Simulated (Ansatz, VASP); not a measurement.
Co in VASP and in Ansatz

INCAR

```
SYSTEM = Co
AGGAC = 1.0 ; AGGAX = 1.0
ALDAC = 0.0 ; ALDAX = 1.0
ALGO = Normal ; EDIFF = 1E-6
EDIFFG = -0.01 ; ENCUT = 600
GGA = B5 ; IBRION = 2
ISIF = 3 ; ISMEAR = -1
LASPH = .True. ; LCHARG = .False.
LREAL = .False. ; LWAVE = .False.
NELM = 60 ; NSW = 80
PREC = Accurate ; SIGMA = 0.1
```

KPOINTS

```
k-points
0
Gamma
  11 11 11
  0 0 0
```

POSCAR

```
Co
1.0
    0.0000000000      2.4634331982      2.4634331982
    2.4634331982      0.0000000000      2.4634331982
    2.4634331982      2.4634331982      0.0000000000
Co
2
Direct
    0.1250000000      0.1250000000      0.1250000000
    0.8750000000      0.8750000000      0.8750000000
```

Input for Ansatz:

```yaml
crystal:
  lattice:
    - [0.0, 2.4634331982, 2.4634331982]
    - [2.4634331982, 0.0, 2.4634331982]
    - [2.4634331982, 2.4634331982, 0.0]
  atoms:
    - { symbol: Co, position: [0.125, 0.125, 0.125] }
    - { symbol: Co, position: [0.875, 0.875, 0.875] }
hamiltonian:
  xc: blyp
  pseudopotentials:
    kind: paw
    azcp:
      Co: "pseudopotentials/Co.paw.azcp"
basis:
  ecutwfc: 420
  fft_grid_basis: typed
kpoints:
  mp_grid: { grid: [11, 11, 11], shift: [0, 0, 0] }
magnetization:
  spin_polarized: false
scf:
  occupations: { method: fermi_dirac, width: 0.1 }
relax:
  max_steps: 60
  f_tol: 0.01
  cell: {}
output:
  write_density: true
  write_potential: true
  elf: true
  volumetric_format: npy
```

Alike in both runs: task relaxation of cell and atoms; functional BLYP; k mesh 11 × 11 × 11; occupations fermi-dirac, width 0.1 eV; no spin polarisation.

|  | VASP | Ansatz |
| --- | --- | --- |
| version | VASP 6.6.1 | Ansatz 0.2.0 |
| potentials or method | VASP PAW PBE potentials, release 64 (Co), cutoff 600 eV | plane waves (420 eV) with PAW, scalar-relativistic |
| valence electrons in the cell | 18 | 34 |

VASP gave:

| Property | Result |
| --- | --- |
| relaxed volume (Å³/atom) | 15.58 |
| relaxed cell length with the largest relative difference (Å) | 3.532 |

Q: What did Ansatz give for the same quantities?

A: Relaxed volume (Å³/atom): 15.65; relaxed cell length with the largest relative difference (Å): 3.538.

VASP's potentials were made for PBE, not for BLYP. VASP's potentials hold 18 valence electrons a cell and Ansatz's 34, so a difference there can come from the potentials and not from the codes.
